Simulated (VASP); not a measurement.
# Tc (Fm-3m) in VASP: notebook, part 3 of 3

VASP 6.6.1. Earlier steps stand in the parts before.

## (7) Relaxation of cell and atoms, PBE+D3(BJ)

This run uses another cell than the first one, of 14.83 Å³/atom.

INCAR reads:

```
ALGO     = Normal         # electronic algorithm
EDIFF    = 1E-6           # SCF threshold, eV
EDIFFG   = -0.01          # ionic threshold
ENCUT    = 600            # plane-wave cutoff, eV
GGA      = PE             # functional
IBRION   = 2              # ionic algorithm
ISIF     = 3              # what is computed and relaxed
ISMEAR   = 1              # smearing method
IVDW     = 12             # dispersion correction
LASPH    = True           # aspherical terms in the spheres
LCHARG   = False          # write CHGCAR
LREAL    = False          # projectors in reciprocal space
LWAVE    = False          # write WAVECAR
NELM     = 60             # most SCF steps
NSW      = 60             # ionic steps
PREC     = Accurate       # precision mode
SIGMA    = 0.2            # smearing width, eV
```

KPOINTS reads:

```
k-points
0
Gamma
  13 13 13
```

POSCAR reads:

```
Tc
1.0
    0.0000000000      1.9500000000      1.9500000000
    1.9500000000      0.0000000000      1.9500000000
    1.9500000000      1.9500000000      0.0000000000
Tc
1
Direct
    0.0000000000      0.0000000000      0.0000000000
```

Potentials or basis: VASP PAW PBE potentials, release 64 (Tc_pv).

Started as:

```bash
$ cat potpaw_PBE.64/Tc_pv/POTCAR > POTCAR
$ mpirun -np 1 vasp_std > vasp.out
```

OUTCAR:

```text
EDIFF = 1E-6
   EDIFFG = -0.01
   ENCUT = 600
   GGA = PE
   IBRION = 2
   ISIF = 3
   ISMEAR = 1
   IVDW = 12
   LASPH = True
   LREAL = False
   NELM = 60
   NSW = 60
   PREC = Accurate
 IVDW          = 12

 ion  position               nearest neighbor table
   1  0.000  0.000  0.000-

  LATTYP: Found a face centered cubic cell.
 ALAT       =     3.9000000000

  Lattice vectors:

 A1 = (   0.0000000000,   1.9500000000,   1.9500000000)
 A2 = (   1.9500000000,   0.0000000000,   1.9500000000)
 A3 = (   1.9500000000,   1.9500000000,   0.0000000000)

Analysis of symmetry for initial positions (statically):
=====================================================================
 Subroutine PRICEL returns:
 Original cell was already a primitive cell.

 Routine SETGRP: Setting up the symmetry group for a
 face centered cubic supercell.

 Subroutine GETGRP returns: Found 48 space group operations
 (whereof 48 operations were pure point group operations)
 out of a pool of 48 trial point group operations.

The static configuration has the point symmetry O_h .

Analysis of symmetry for dynamics (positions and initial velocities):
=====================================================================
 Subroutine PRICEL returns:
 Original cell was already a primitive cell.

 Routine SETGRP: Setting up the symmetry group for a
 face centered cubic supercell.

 Subroutine GETGRP returns: Found 48 space group operations
 (whereof 48 operations were pure point group operations)
[... 146 lines left out ...]
  ext. energy  EPLUGINS =         0.00000000
  ---------------------------------------------------
  free energy    TOTEN  =       -10.26576019 eV

  energy without entropy =      -10.26297998  energy(sigma->0) =      -10.26483345

------------------------ aborting loop because EDIFF is reached ----------------------------------------

 Edisp (eV)   -0.61297

 E8    (eV) :    -0.2846
[... 108 lines left out ...]
--------------------------------------- Ionic step        4  -------------------------------------------

 number of electron      12.9999999 magnetization

 Free energy of the ion-electron system (eV)
  ---------------------------------------------------
  ext. energy  EPLUGINS =         0.00000000
  ---------------------------------------------------
  free energy    TOTEN  =       -10.26494375 eV

  energy without entropy =      -10.26248700  energy(sigma->0) =      -10.26412484

 E-fermi :  13.0382     XC(G=0): -13.8704

 val. band max:       13.0365024421   @ k =  -0.3846   0.3077   0.1538
 cond. band min:      13.0462695206   @ k =  -0.3077   0.3077   0.0000
 fundamental gap:      0.0097670786
 Fermi energy:        13.0381610841

 k-point     1 :       0.0000    0.0000    0.0000
  band No.  band energies     occupation
      1     -25.2900      2.00000
      2     -25.2900      2.00000
      3     -25.2900      2.00000
      4       5.4883      2.00000
      5      11.2043      2.00000
      6      11.2043      2.00000
      7      11.2043      2.00000
      8      13.8905     -0.00000
      9      13.8905     -0.00000
     10      27.0630      0.00000
[... 287 lines left out ...]
 k-point    24 :       0.4615    0.1538    0.0000
  band No.  band energies     occupation
      1     -26.4515      2.00000
      2     -25.6135      2.00000
      3     -25.5343      2.00000
      4       8.1211      2.00000
      5      10.2955      2.00000
      6      11.7081      2.00000
      7      11.9443      2.00000
      8      16.0476     -0.00000
      9      17.3943      0.00000
     10      24.8115      0.00000

 [... further k-points ...]

------------------------ aborting loop because EDIFF is reached ----------------------------------------

 Edisp (eV)   -0.64402

 E8    (eV) :    -0.2993
[... 24 lines left out ...]
  FREE ENERGIE OF THE ION-ELECTRON SYSTEM (eV)
  ---------------------------------------------------
  free  energy   TOTEN  =       -10.9089616335 eV

  energy  without entropy=      -10.9065048845  energy(sigma->0) =      -10.90814272

 reached required accuracy - stopping structural energy minimisation
```

CONTCAR:

```text
Tc
   1.00000000000000
     0.0000000000000000    1.9193941289067185    1.9193941289067185
     1.9193941289067185    0.0000000000000000    1.9193941289067185
     1.9193941289067185    1.9193941289067185   -0.0000000000000000
  Tc
     1
Direct
     0.0000000000000000    0.0000000000000000    0.0000000000000000

  0.00000000E+00  0.00000000E+00  0.00000000E+00
```

Run time: 42 s. Hardware: 1 thread of Intel Xeon 8259CL, shared host; peak memory 0.16 GiB.

Results:

| Item | Value |
| --- | --- |
| Free energy | -10.9090 eV |
| Relaxed volume | 14.14 Å³/atom |
| Relaxed cell | a = 2.714 Å, b = 2.714 Å, c = 2.714 Å, α = 60.00°, β = 60.00°, γ = 60.00° |
| Space group after relaxing (to 0.1 Å) | Fm-3m (No. 225) |
| Energy gained by relaxing | 30.2 meV/atom |
| Ionic steps | 4 |
| Pressure after relaxing | -0.1 GPa |
| Band gap on the k mesh | zero (an odd number of electrons rules out a gap without spin polarisation) |
| Dispersion energy per atom | -0.644 eV |

Step by step:
```tsv
step	energy change (eV)	largest force (eV/Å)	pressure (GPa)	volume (Å³)
1	0.0000	0.0000	-13.40	14.83
2	0.2638	0.0000	58.68	12.32
3	-0.0301	0.0000	-0.99	14.18
4	-0.0302	0.0000	-0.05	14.14
```

Final structure:
```
Tc
1.0
     0.00000    1.91939    1.91939
     1.91939    0.00000    1.91939
     1.91939    1.91939    0.00000
Tc
1
Cartesian
  0.0000 0.0000 0.0000
```

Levels at points of the mesh, in eV from the Fermi level:
```tsv
k point	band 3	band 4	band 5	band 6	band 7	band 8	band 9	band 10
(0.00, 0.00, 0.00)	-38.33	-7.55	-1.83	-1.83	-1.83	0.85	0.85	14.02
```

## (8) Summary

| task | level | cell | cutoff (eV) | gap on the mesh (eV) | pressure (GPa) | relaxed volume (Å³/atom) |
| --- | --- | --- | --- | --- | --- | --- |
| single point | PBE+D3(BJ) | a = 2.716 Å, angles 60.0°, 1 atom | 520 | none | -0.8 | - |
| single point | RPBE | a = 2.750 Å, angles 60.0°, 1 atom | 520 | none | -0.6 | - |
| relaxation of cell and atoms | revPBE+D3(BJ) | relaxed from a = 2.758 Å, angles 60.0°, 1 atom | 600 | none | 0.1 | 13.96 |
| relaxation of cell and atoms | PBE+D4 | relaxed from a = 2.758 Å, angles 60.0°, 1 atom | 600 | none | 0.0 | 14.19 |
| relaxation of cell and atoms | RPBE | relaxed from a = 2.758 Å, angles 60.0°, 1 atom | 600 | none | 0.0 | 14.68 |
| relaxation of cell and atoms | PBE+D3(BJ) | relaxed from a = 2.758 Å, angles 60.0°, 1 atom | 600 | none | -0.1 | 14.14 |

Alike in all rows: potentials or basis VASP PAW PBE potentials, release 64 (Tc_pv); no spin polarisation; k mesh 13 × 13 × 13; smearing methfessel-paxton 0.2 eV.

Caveats: the PAW data sets were made with another functional, which shifts forces and pressure a little (at least some runs); the dispersion term is far too large for a dense solid, which distorts pressure and volume (at least some runs).

Total energies depend on the potentials used, so only differences within one code and one set of settings carry meaning.

The gap in the log of VASP goes by the Fermi energy; the results here count the filled bands.